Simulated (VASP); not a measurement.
# Si in VASP: notebook

Runs on Si. Level: PBE. Tasks: vibrations by perturbation theory.

Everything below comes from runs of VASP 6.6.1. Logs are shortened: lines on timing, memory, paths and dates and some standing lists are left out, and cuts for length are marked.

## (1) The cell of the first run

The structure is tetragonal, space group I4_1/amd (No. 141). The conventional cell has a = 3.868 Å, b = 3.868 Å, c = 5.498 Å, α = 90.00°, β = 90.00°, γ = 90.00°. Si (site symmetry -4m2) has 4 Si at 2.37 Å within 3.1 Å.

## (2) Vibrations by perturbation theory, PBE

The input, INCAR:

```
ALGO = Normal
EDIFF = 1E-8
ENCUT = 520
GGA = PE
IBRION = 8
ISIF = 2
ISMEAR = 0
LASPH = True
LCHARG = False
LEPSILON = True
LREAL = False
LWAVE = False
NBANDS = 11
NELM = 100
NSW = 1
PREC = Accurate
SIGMA = 0.01
```

The input, KPOINTS:

```
k-points
0
Gamma
  10 10 10
```

The input, POSCAR:

```
Si
1.0
    0.0000000000      2.7351086096      2.7487841527
    2.7351086096      0.0000000000      2.7487841527
    2.7351086096      2.7351086096      0.0000000000
Si
2
Direct
    0.0000000000      0.0000000000      0.0000000000
    0.2500000000      0.2500000000      0.2500000000
```

Potentials or basis: VASP PAW PBE potentials, release 64 (Si).

The run is started by

```sh
> cat potpaw_PBE.64/Si/POTCAR > POTCAR
> mpirun -np 1 vasp_std > vasp.out
```

OUTCAR:

```text
EDIFF = 1E-8
   ENCUT = 520
   GGA = PE
   IBRION = 8
   ISIF = 2
   ISMEAR = 0
   LASPH = True
   LEPSILON = True
   LREAL = False
   NELM = 100
   NSW = 1
   PREC = Accurate

 ion  position               nearest neighbor table
   1  0.000  0.000  0.000-   2 2.37   2 2.37   2 2.37   2 2.37
   2  0.250  0.250  0.250-   1 2.37   1 2.37   1 2.37   1 2.37

  LATTYP: Found a body centered tetragonal cell.
 ALAT       =     3.8680276903
 C/A-ratio  =     1.4212846302

  Lattice vectors:

 A1 = (  -2.7351086096,   0.0000000000,   2.7487841527)
 A2 = (   2.7351086096,   0.0000000000,   2.7487841527)
 A3 = (   0.0000000000,   2.7351086096,  -2.7487841527)

Analysis of symmetry for initial positions (statically):
=====================================================================
 Subroutine PRICEL returns:
 Original cell was already a primitive cell.

 Routine SETGRP: Setting up the symmetry group for a
 body centered tetragonal supercell.

 Subroutine GETGRP returns: Found 16 space group operations
 (whereof  8 operations were pure point group operations)
 out of a pool of 16 trial point group operations.

The static configuration has the point symmetry D_2d.
 The point group associated with its full space group is D_4h.

Analysis of symmetry for dynamics (positions and initial velocities):
=====================================================================
 Subroutine PRICEL returns:
 Original cell was already a primitive cell.

 Routine SETGRP: Setting up the symmetry group for a
 body centered tetragonal supercell.

 Subroutine GETGRP returns: Found 16 space group operations
 (whereof  8 operations were pure point group operations)
 out of a pool of 16 trial point group operations.

The dynamic configuration has the point symmetry D_2d.
 The point group associated with its full space group is D_4h.

 Subroutine INISYM returns: Found 16 space group operations
 (whereof  8 operations are pure point group operations),
 and found     1 'primitive' translations

----------------------------------------------------------------------------------------

                                     Primitive cell

  volume of cell :      41.1263

  direct lattice vectors                    reciprocal lattice vectors
     0.000000000  2.735108610  2.748784153    -0.182808097  0.182808097  0.181898604
     2.735108610  0.000000000  2.748784153     0.182808097 -0.182808097  0.181898604
     2.735108610  2.735108610  0.000000000     0.182808097  0.182808097 -0.181898604

  length of vectors
     3.877709817  3.877709817  3.868027690     0.316108688  0.316108688  0.316108688

  position of ions in fractional coordinates (direct lattice)
     0.000000000  0.000000000  0.000000000
     0.250000000  0.250000000  0.250000000

  ion indices of the primitive-cell ions
   primitive index   ion index
                 1           1
                 2           2

----------------------------------------------------------------------------------------

 KPOINTS: k-points

Automatic generation of k-mesh.
 Grid dimensions read from file:
 generate k-points for:   10   10   10

 Generating k-lattice:

  Cartesian coordinates                     Fractional coordinates (reciprocal lattice)
    -0.018280810  0.018280810  0.018189860     0.100000000  0.000000000  0.000000000
     0.018280810 -0.018280810  0.018189860     0.000000000  0.100000000  0.000000000
     0.018280810  0.018280810 -0.018189860     0.000000000  0.000000000  0.100000000

  Length of vectors
     0.031610869  0.031610869  0.031610869

  Shift w.r.t. Gamma in fractional coordinates (k-lattice)
     0.000000000  0.000000000  0.000000000

 Subroutine IBZKPT returns following result:
 ===========================================

 Found    102 irreducible k-points:

 Following reciprocal coordinates:
            Coordinates               Weight
  0.000000  0.000000  0.000000      1.000000
  0.100000  0.000000  0.000000      8.000000
[... 442 lines left out ...]
     0.000000000  2.735108610  2.748784153    -0.182808097  0.182808097  0.181898604
     2.735108610  0.000000000  2.748784153     0.182808097 -0.182808097  0.181898604
     2.735108610  2.735108610  0.000000000     0.182808097  0.182808097 -0.181898604

 POSITION                                       TOTAL-FORCE (eV/Angst)
 -----------------------------------------------------------------------------------
      0.00000      0.00000      0.00000         0.000000      0.000000     -0.000000
      1.36755      1.36755      1.37439        -0.000000     -0.000000      0.000000
 -----------------------------------------------------------------------------------
    total drift:                               -0.000000     -0.000000     -0.000000

  FREE ENERGIE OF THE ION-ELECTRON SYSTEM (eV)
  ---------------------------------------------------
  free  energy   TOTEN  =       -10.8486198468 eV

  energy  without entropy=      -10.8486198468  energy(sigma->0) =      -10.84861985

 HEAD OF MICROSCOPIC STATIC DIELECTRIC TENSOR (INDEPENDENT PARTICLE, excluding Hartree and local field effects)
 ------------------------------------------------------
          13.999141     0.000000    -0.000000
           0.000000    13.999141    -0.000000
          -0.000000     0.000000    14.090667
 ------------------------------------------------------

 Free energy of the ion-electron system (eV)
  ---------------------------------------------------
  ---------------------------------------------------
  free energy    TOTEN  =        -1.51442529 eV

  energy without entropy =       -1.51442529

------------------------ aborting loop because EDIFF is reached ----------------------------------------

--------------------------------------- Ionic step        2  -------------------------------------------

------------------------ aborting loop because EDIFF is reached ----------------------------------------

--------------------------------------- Ionic step        3  -------------------------------------------

------------------------ aborting loop because EDIFF is reached ----------------------------------------

 PIEZOELECTRIC TENSOR FIELD DIRECTION 3  (e Angst)
 -----------------------------------------------------------------------------
     0.00153 -0.00000  0.00000           (  0.00000  0.00000  0.00000)
    -0.00000  0.00153  0.00000           (  0.00000  0.00000  0.00000)
     0.00000  0.00000 -0.00728           (  0.00000  0.00000  0.00000)

 PIEZOELECTRIC TENSOR FIELD DIRECTION 3  (C/m^2)
 -----------------------------------------------------------------------------
     0.00060 -0.00000  0.00000
    -0.00000  0.00060  0.00000
     0.00000  0.00000 -0.00284

--------------------------------------- Ionic step        4  -------------------------------------------

------------------------ aborting loop because EDIFF is reached ----------------------------------------

[... ionic steps 5 to 5 ...]

--------------------------------------- Ionic step        6  -------------------------------------------

 Free energy of the ion-electron system (eV)
  ---------------------------------------------------
  ---------------------------------------------------
  free energy    TOTEN  =        -0.01736722 eV

  energy without entropy =       -0.01736722

------------------------ aborting loop because EDIFF is reached ----------------------------------------

 INTERNAL STRAIN TENSOR  FOR ION    1  DIRECTION 3   (eV/Angst):
 -----------------------------------------------------------------------------
     0.00185  8.51505  0.00000
     8.51505  0.00185  0.00000
     0.00000  0.00000  0.00239

 MACROSCOPIC STATIC DIELECTRIC TENSOR (including local field effects in DFT)
 ------------------------------------------------------
          13.387618     0.000000     0.000000
           0.000000    13.387618     0.000000
           0.000000    -0.000000    13.470202
 ------------------------------------------------------

 PIEZOELECTRIC TENSOR (including local field effects)  for field in x, y, z        (e  Angst)
          XX          YY          ZZ          XY          YZ          ZX
  --------------------------------------------------------------------------------
  x     0.00000     0.00000     0.00000     0.00000     0.00000     0.00000
  y    -0.00000     0.00000     0.00000     0.00000     0.00000     0.00000
  z     0.00000     0.00000     0.00000     0.00000     0.00000     0.00000

 PIEZOELECTRIC TENSOR (including local field effects)  for field in x, y, z        (C/m^2)
          XX          YY          ZZ          XY          YZ          ZX
  --------------------------------------------------------------------------------
  x     0.00000     0.00000     0.00000     0.00000     0.00000     0.00000
  y    -0.00000     0.00000     0.00000     0.00000     0.00000     0.00000
  z     0.00000     0.00000     0.00000     0.00000     0.00000     0.00000

 BORN EFFECTIVE CHARGES (including local field effects) (in |e|, cummulative output)
 ---------------------------------------------------------------------------------
 ion    1
    1     0.00000     0.00000     0.00000
    2     0.00000     0.00000     0.00000
    3     0.00000     0.00000     0.00000
 ion    2
    1     0.00000     0.00000     0.00000
    2     0.00000     0.00000     0.00000
    3     0.00000     0.00000     0.00000

 INTERNAL STRAIN TENSOR FOR ION    2 for displacements in x,y,z  (eV/Angst):
          X           Y           Z          XY          YZ          ZX
  --------------------------------------------------------------------------------
  x     0.00000     0.00000     0.00000     0.00000    -8.60116     0.00000
  y     0.00000     0.00000     0.00000     0.00000     0.00000    -8.34414
  z     0.00000     0.00000     0.00000    -8.51505     0.00000     0.00000

 SECOND DERIVATIVES (NOT SYMMETRIZED)
 ------------------------------------
               1X          1Y          1Z          2X          2Y          2Z
  1X   -12.889720    0.000000    0.000000   12.889720    0.000000    0.000000
  1Y     0.000000  -12.889720    0.000000    0.000000   12.889720    0.000000
  1Z     0.000000    0.000000  -12.910277    0.000000    0.000000   12.910277
  2X    12.889720    0.000000    0.000000  -12.889720    0.000000    0.000000
  2Y     0.000000   12.889720    0.000000    0.000000  -12.889720    0.000000
  2Z     0.000000    0.000000   12.910277    0.000000    0.000000  -12.910277

 Eigenvectors and eigenvalues of the dynamical matrix
 ----------------------------------------------------

   1 f  =   14.989815 THz    94.183788 2PiTHz  500.006423 cm-1    61.992868 meV
             X         Y         Z           dx          dy          dz
      0.000000  0.000000  0.000000     0.000000    0.000000    0.707107
      1.367554  1.367554  1.374392     0.000000    0.000000   -0.707107
[... 21 lines left out ...]
   6 f  =    0.000000 THz     0.000001 2PiTHz    0.000005 cm-1     0.000001 meV
             X         Y         Z           dx          dy          dz
      0.000000  0.000000  0.000000    -0.003486   -0.171229    0.686053
      1.367554  1.367554  1.374392    -0.003486   -0.171229    0.686053

--------------------------------------------------------------------------------------------------------

 MACROSCOPIC STATIC DIELECTRIC TENSOR IONIC CONTRIBUTION
 ------------------------------------------------------
           0.000000     0.000000     0.000000
           0.000000     0.000000     0.000000
           0.000000     0.000000     0.000000
 ------------------------------------------------------

 ELASTIC MODULI CONTR FROM IONIC RELAXATION (kBar)
 Direction    XX          YY          ZZ          XY          YZ          ZX
 --------------------------------------------------------------------------------
 XX           0.0000      0.0000      0.0000      0.0000      0.0000      0.0000
 YY           0.0000      0.0000      0.0000      0.0000      0.0000      0.0000
 ZZ           0.0000      0.0000      0.0000      0.0000      0.0000      0.0000
 XY           0.0000      0.0000      0.0000   -218.7910      0.0000      0.0000
 YZ           0.0000      0.0000      0.0000      0.0000   -223.5949      0.0000
 ZX           0.0000      0.0000      0.0000      0.0000      0.0000   -210.4313
 --------------------------------------------------------------------------------

 PIEZOELECTRIC TENSOR IONIC CONTR  for field in x, y, z        (C/m^2)
          XX          YY          ZZ          XY          YZ          ZX
  --------------------------------------------------------------------------------
  x     0.00000     0.00000     0.00000     0.00000     0.00000     0.00000
  y     0.00000     0.00000     0.00000     0.00000     0.00000     0.00000
  z     0.00000     0.00000     0.00000     0.00000     0.00000     0.00000
```

Run time: 5.4 min. Hardware: 1 thread of Intel Xeon 6975P-C (Granite Rapids), shared host; peak memory 0.39 GiB.

Results:

- Electronic dielectric tensor (diagonal): 13.39, 13.39, 13.47
- Born charges (mean of the diagonal): Si +0.00 e
- Highest phonon frequency at Γ: 500 cm⁻¹

Phonon frequencies in cm⁻¹ (negative: imaginary):
```tsv
q point	frequencies
(0.000, 0.000, 0.000)	0 0 0 500 500 500
```

Electronic dielectric tensor:
```
13.39  0.00  0.00
 0.00 13.39  0.00
 0.00  0.00 13.47
```

Born effective charge tensors (e):
atom 1, Si
```
0.00 0.00 0.00
0.00 0.00 0.00
0.00 0.00 0.00
```
atom 2, Si
```
0.00 0.00 0.00
0.00 0.00 0.00
0.00 0.00 0.00
```

(Part 1 of 2 ends here.)
